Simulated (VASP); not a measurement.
# SnO (P4/nmm) in VASP: single point with LDA

Aim: the single point of SnO with LDA.

Program: VASP 6.6.1. These are calculated values, not measurements. Logs are shortened: lines on timing, memory, paths and dates and some standing lists are left out, and cuts for length are marked.

**1. The cell of the first run**

It takes space group P4/nmm (No. 129, tetragonal). Conventional cell: a = 3.834 Å, b = 3.834 Å, c = 3.952 Å, α = 90.00°, β = 90.00°, γ = 90.00°. Sn (site symmetry 4mm) has 4 O at 2.15 Å within 2.8 Å. O (site symmetry -4m2) has 4 Sn at 2.15 Å and 4 O at 2.71 Å within 2.8 Å.

**2. Single point, LDA (volume 14.527 Å^3 an atom, c/a of the conventional cell 1.0307)**

Contents of INCAR:

```
SYSTEM = SnO
PREC = Accurate
ENCUT = 520
EDIFF = 1E-6
ISMEAR = 0
SIGMA = 0.15
LREAL = .False.
LASPH = .True.
NELM = 80
ALGO = Normal
ISIF = 2
LWAVE = .False.
LCHARG = .True.
LELF = .True.
LVHAR = .True.
NBANDS = 28
```

Contents of KPOINTS:

```
regular mesh
0
Gamma
  12 12 10
  0 0 0
```

Contents of POSCAR:

```
SnO
1.0
    3.8344335618      0.0000000000      0.0000000000
    0.0000000000      3.8344335618      0.0000000000
    0.0000000000      0.0000000000      3.9521506722
Sn O
2 2
Direct
    0.0000000000      0.5000000000      0.2455950842
    0.5000000000      0.0000000000      0.7544049158
    0.0000000000      0.0000000000      0.0000000000
    0.5000000000      0.5000000000      0.0000000000
```

Potentials or basis: VASP PAW LDA potentials, release 64 (Sn_d, O).

Launch:

```bash
$ cat potpaw_LDA.64/Sn_d/POTCAR potpaw_LDA.64/O/POTCAR > POTCAR
$ mpirun -np 1 vasp_std > vasp.out
```

OUTCAR:

```text
SYSTEM = SnO
   PREC = Accurate
   ENCUT = 520
   EDIFF = 1E-6
   ISMEAR = 0
   LREAL = .False.
   LASPH = .True.
   NELM = 80
   ISIF = 2

 ion  position               nearest neighbor table
   1  0.000  0.500  0.246-   3 2.15   4 2.15   3 2.15   4 2.15   2 3.33   2 3.33   2 3.33   2 3.33
                             2 3.38   2 3.38   2 3.38   2 3.38
   2  0.500  0.000  0.754-   3 2.15   4 2.15   4 2.15   3 2.15   1 3.33   1 3.33   1 3.33   1 3.33
                             1 3.38   1 3.38   1 3.38   1 3.38
   3  0.000  0.000  0.000-   1 2.15   2 2.15   1 2.15   2 2.15
   4  0.500  0.500  0.000-   1 2.15   2 2.15   2 2.15   1 2.15

  LATTYP: Found a simple tetragonal cell.
 ALAT       =     3.8344335618
 C/A-ratio  =     1.0307000000

  Lattice vectors:

 A1 = (   3.8344335618,   0.0000000000,   0.0000000000)
 A2 = (   0.0000000000,   3.8344335618,   0.0000000000)
 A3 = (   0.0000000000,   0.0000000000,   3.9521506722)

Analysis of symmetry for initial positions (statically):
=====================================================================
 Subroutine PRICEL returns:
 Original cell was already a primitive cell.

 Routine SETGRP: Setting up the symmetry group for a
 simple tetragonal supercell.

 Subroutine GETGRP returns: Found 16 space group operations
 (whereof  8 operations were pure point group operations)
 out of a pool of 16 trial point group operations.

The static configuration has the point symmetry D_2d.
 The point group associated with its full space group is D_4h.

Analysis of symmetry for dynamics (positions and initial velocities):
=====================================================================
 Subroutine PRICEL returns:
 Original cell was already a primitive cell.

 Routine SETGRP: Setting up the symmetry group for a
 simple tetragonal supercell.

 Subroutine GETGRP returns: Found 16 space group operations
 (whereof  8 operations were pure point group operations)
 out of a pool of 16 trial point group operations.

The dynamic configuration has the point symmetry D_2d.
 The point group associated with its full space group is D_4h.

 Subroutine INISYM returns: Found 16 space group operations
 (whereof  8 operations are pure point group operations),
 and found     1 'primitive' translations

----------------------------------------------------------------------------------------

                                     Primitive cell

  volume of cell :      58.1080

  direct lattice vectors                    reciprocal lattice vectors
     3.834433562  0.000000000  0.000000000     0.260794713  0.000000000  0.000000000
     0.000000000  3.834433562  0.000000000     0.000000000  0.260794713  0.000000000
     0.000000000  0.000000000  3.952150672     0.000000000  0.000000000  0.253026790

  length of vectors
     3.834433562  3.834433562  3.952150672     0.260794713  0.260794713  0.253026790

  position of ions in fractional coordinates (direct lattice)
     0.000000000  0.500000000  0.245595084
     0.500000000  0.000000000  0.754404916
     0.000000000  0.000000000  0.000000000
     0.500000000  0.500000000  0.000000000

  ion indices of the primitive-cell ions
   primitive index   ion index
                 1           1
                 2           2
                 3           3
                 4           4

----------------------------------------------------------------------------------------

 KPOINTS: regular mesh

Automatic generation of k-mesh.
 Grid dimensions read from file:
 generate k-points for:   12   12   10

 Generating k-lattice:

  Cartesian coordinates                     Fractional coordinates (reciprocal lattice)
     0.021732893  0.000000000  0.000000000     0.083333333  0.000000000  0.000000000
     0.000000000  0.021732893  0.000000000     0.000000000  0.083333333  0.000000000
     0.000000000  0.000000000  0.025302679     0.000000000  0.000000000  0.100000000

  Length of vectors
     0.021732893  0.021732893  0.025302679

  Shift w.r.t. Gamma in fractional coordinates (k-lattice)
     0.000000000  0.000000000  0.000000000

 Subroutine IBZKPT returns following result:
 ===========================================

 Found    168 irreducible k-points:

 Following reciprocal coordinates:
            Coordinates               Weight
  0.000000  0.000000  0.000000      1.000000
  0.083333  0.000000  0.000000      4.000000
  0.166667  0.000000  0.000000      4.000000
  0.250000  0.000000  0.000000      4.000000
  0.333333  0.000000  0.000000      4.000000
  0.416667  0.000000  0.000000      4.000000
[... 16 lines left out ...]
  0.333333  0.333333  0.000000      4.000000
  0.416667  0.333333  0.000000      8.000000
 [... further k-points ...]
   k-points           NKPTS =    168   k-points in BZ     NKDIM =    168   number of bands    NBANDS=     28
   number of dos      NEDOS =    301   number of ions     NIONS =      4
   total plane-waves  NPLWV =  27000
   dimension x,y,z NGX =    30 NGY =   30 NGZ =   30
   dimension x,y,z NGXF=    60 NGYF=   60 NGZF=   60
   ions per type =               2   2
   NGX,Y,Z   is equivalent  to a cutoff of  13.01, 13.01, 12.62 a.u.
   NGXF,Y,Z  is equivalent  to a cutoff of  26.01, 26.01, 25.24 a.u.
 SYSTEM =  SnO
   PREC   = accura    normal or accurate (medium, high low for compatibility)
   ISTART =      0    job   : 0-new  1-cont  2-samecut
   ICHARG =      2    charge: 1-file 2-atom 10-const
   ISPIN  =      1    spin polarized calculation?
   LNONCOLLINEAR =      F non collinear calculations
   LSORBIT =      F    spin-orbit coupling
   LASPH  =      T    aspherical Exc in radial PAW
   ENCUT  =  520.0 eV  38.22 Ry    6.18 a.u.   7.13  7.13  7.35*2*pi/ulx,y,z
   NELM   =     80;   NELMIN=  2; NELMDL= -5     # of ELM steps
   EDIFF  = 0.1E-05   stopping-criterion for ELM
   LREAL  =      F    real-space projection
   EDIFFG = 0.1E-04   stopping-criterion for IOM
   NSW    =      0    number of steps for IOM
   IBRION =     -1    ionic relax: 0-MD 1-quasi-New 2-CG
   NFREE  =      0    steps in history (QN), initial steepest desc. (CG)
   ISIF   =      2    stress and relaxation
   ISYM   =      2    0-nonsym 1-usesym 2-fastsym
   POTIM  = 0.5000    time-step for ionic-motion
   TEBEG  =    0.0;   TEEND  =   0.0 temperature during run
   PSTRESS=    0.0 pullay stress
   NELECT =      40.0000    total number of electrons
   NUPDOWN=      -1.0000    fix difference up-down
   EMIN   =  10.00;   EMAX   =-10.00  energy-range for DOS
   EFERMI =   0.00;   METHOD = LEGACY
   ISMEAR =     0;   SIGMA  =   0.15  broadening in eV -4-tet -1-fermi 0-gaus
   EFERMI_NEDOS =   21; number of points for ismear=-14 and -15
   IALGO  =     38    algorithm
   IMIX   =      4    mixing-type and parameters
     AMIX     =   0.40;   BMIX     =  1.00
     AMIX_MAG =   1.60;   BMIX_MAG =  1.00
  volume/ion in A,a.u.               =      14.53        98.03
  Fermi-wavevector in a.u.,A,eV,Ry     =   1.445494  2.731587 28.428719  2.089452
  Thomas-Fermi vector in A             =   2.563669
   LORBIT       =      0    0 simple, 1 ext, 2 COOP (PROOUT), +10 PAW based schemes
   GGA     = CA    functional components
   LHFCALC =     F    Hartree Fock is set to
   AEXX    =    0.0000 exact exchange contribution
   IVDW    =     0    specifies the selected vdW correction
   LEPSILON=     F    determine dielectric tensor
   LRPA    =     F    only Hartree local field effects (RPA)
 non-spin polarized calculation
 Gauss-broadening in eV      SIGMA  =   0.15
  energy-cutoff  :      520.00
  volume of cell :       58.11
 maximum number of plane-waves:      1582
 NGX is ok and might be reduce to    30
   NGX = 15   NGY = 15   NGZ = 15

 number of electron      40.0000012 magnetization

 Free energy of the ion-electron system (eV)
  ---------------------------------------------------
  ext. energy  EPLUGINS =         0.00000000
  ---------------------------------------------------
  free energy    TOTEN  =       -25.19302856 eV

  energy without entropy =      -25.19281295  energy(sigma->0) =      -25.19292075

 E-fermi :   9.0896     XC(G=0): -11.7113

 val. band max:        8.8605043520   @ k =   0.1667   0.1667   0.0000
 cond. band min:       9.1933121300   @ k =   0.5000   0.5000   0.0000
 fundamental gap:      0.3328077780
 Fermi energy:         9.0896074652

 k-point     1 :       0.0000    0.0000    0.0000
  band No.  band energies     occupation
      1     -13.1866      2.00000
      2     -12.4361      2.00000
      3     -12.4073      2.00000
      4     -12.4073      2.00000
      5     -12.3526      2.00000
      6     -12.3175      2.00000
[... 20 lines left out ...]
     27      16.5476      0.00000
     28      17.1460      0.00000

 k-point     2 :       0.0833    0.0000    0.0000
  band No.  band energies     occupation
      1     -13.1775      2.00000
      2     -12.4672      2.00000
      3     -12.4037      2.00000
      4     -12.4033      2.00000
      5     -12.3482      2.00000
      6     -12.3167      2.00000
[... 20 lines left out ...]
     27      16.8488      0.00000
     28      17.2433      0.00000

 k-point     3 :       0.1667    0.0000    0.0000
  band No.  band energies     occupation
      1     -13.1512      2.00000
      2     -12.5469      2.00000
      3     -12.3934      2.00000
      4     -12.3913      2.00000
      5     -12.3354      2.00000
      6     -12.3141      2.00000
[... 20 lines left out ...]
     27      17.0167      0.00000
     28      18.1553      0.00000

 k-point     4 :       0.2500    0.0000    0.0000
  band No.  band energies     occupation
      1     -13.1103      2.00000
      2     -12.6463      2.00000
      3     -12.3772      2.00000
      4     -12.3721      2.00000
      5     -12.3151      2.00000
      6     -12.3101      2.00000
[... 20 lines left out ...]
     27      17.0753      0.00000
     28      19.2914      0.00000

 k-point     5 :       0.3333    0.0000    0.0000
  band No.  band energies     occupation
      1     -13.0576      2.00000
      2     -12.7465      2.00000
      3     -12.3568      2.00000
      4     -12.3480      2.00000
      5     -12.3058      2.00000
      6     -12.2890      2.00000
[... 20 lines left out ...]
     27      17.2438      0.00000
     28      18.9792      0.00000

 k-point     6 :       0.4167    0.0000    0.0000
  band No.  band energies     occupation
      1     -12.9949      2.00000
      2     -12.8394      2.00000
      3     -12.3349      2.00000
      4     -12.3221      2.00000
      5     -12.3056      2.00000
      6     -12.2780      2.00000
[... 463 lines left out ...]
      5     -12.2957      2.00000
      6     -12.2904      2.00000
[... 20 lines left out ...]
     27      18.5278      0.00000
     28      19.0084      0.00000

 k-point    22 :       0.5000    0.2500    0.0000
  band No.  band energies     occupation
      1     -12.9329      2.00000
      2     -12.9329      2.00000
      3     -12.3260      2.00000
      4     -12.3260      2.00000
      5     -12.2930      2.00000
      6     -12.2930      2.00000
[... 20 lines left out ...]
     27      18.7833      0.00000
     28      18.7833      0.00000

 k-point    23 :       0.3333    0.3333    0.0000
  band No.  band energies     occupation
      1     -12.9993      2.00000
      2     -12.8611      2.00000
      3     -12.3566      2.00000
      4     -12.3037      2.00000
      5     -12.2942      2.00000
      6     -12.2875      2.00000
[... 20 lines left out ...]
     27      18.5113      0.00000
     28      19.2897      0.00000

 k-point    24 :       0.4167    0.3333    0.0000
  band No.  band energies     occupation
      1     -12.9740      2.00000
      2     -12.9049      2.00000
      3     -12.3312      2.00000
      4     -12.3048      2.00000
      5     -12.2985      2.00000
      6     -12.2919      2.00000
[... 20 lines left out ...]
     27      18.7489      0.00000
     28      19.2064      0.00000

 [... further k-points ...]
[... 5 lines left out ...]
  --------------------------------------------------------------------------------------
  -------------------------------------------------------------------------------------
  Total        4.0079342      4.0079342      6.6634255      0.0000000     -0.0000000      0.0000000
  in kB      110.5083869    110.5083869    183.7266702      0.0000000     -0.0000000      0.0000000
  external PRESSURE =     134.9144814 kB  Pullay stress =       0.0000000 kB

 VOLUME and BASIS-vectors are now :
 -----------------------------------------------------------------------------
  energy-cutoff  :      520.00
  volume of cell :       58.11
      direct lattice vectors                 reciprocal lattice vectors
     3.834433562  0.000000000  0.000000000     0.260794713  0.000000000  0.000000000
     0.000000000  3.834433562  0.000000000     0.000000000  0.260794713  0.000000000
     0.000000000  0.000000000  3.952150672     0.000000000  0.000000000  0.253026790

 POSITION                                       TOTAL-FORCE (eV/Angst)
 -----------------------------------------------------------------------------------
      0.00000      1.91722      0.97063         0.000000      0.000000      2.054610
      1.91722      0.00000      2.98152        -0.000000      0.000000     -2.054610
      0.00000      0.00000      0.00000         0.000000     -0.000000      0.000000
      1.91722      1.91722      0.00000        -0.000000      0.000000      0.000000
 -----------------------------------------------------------------------------------
    total drift:                                0.000000      0.000000      0.000000

  FREE ENERGIE OF THE ION-ELECTRON SYSTEM (eV)
  ---------------------------------------------------
  free  energy   TOTEN  =       -25.1930285577 eV

  energy  without entropy=      -25.1928129485  energy(sigma->0) =      -25.19292075
```

Wall time 2.3 min (1 thread of AMD EPYC 9R14 (Zen 4), shared host); peak memory 0.28 GiB.

What came out:

| Property | Result |
| --- | --- |
| Free energy | -25.1930 eV |
| Pressure | 13.5 GPa |
| Largest force | 2.055 eV/Å |
| Band gap on the k mesh | 0.33 eV, indirect (least direct gap 1.18 eV) |

Forces in eV/Å, atoms in the order of the input:
```
Sn   0.000  0.000  2.055
Sn   0.000  0.000 -2.055
O    0.000  0.000  0.000
O    0.000  0.000  0.000
```

Caveat: spin-orbit coupling is left out, which moves the levels of the heavy elements; forces of over 1 eV/Å act on the atoms, so gaps and moduli don't describe the material at rest. A k mesh can miss the band edges.
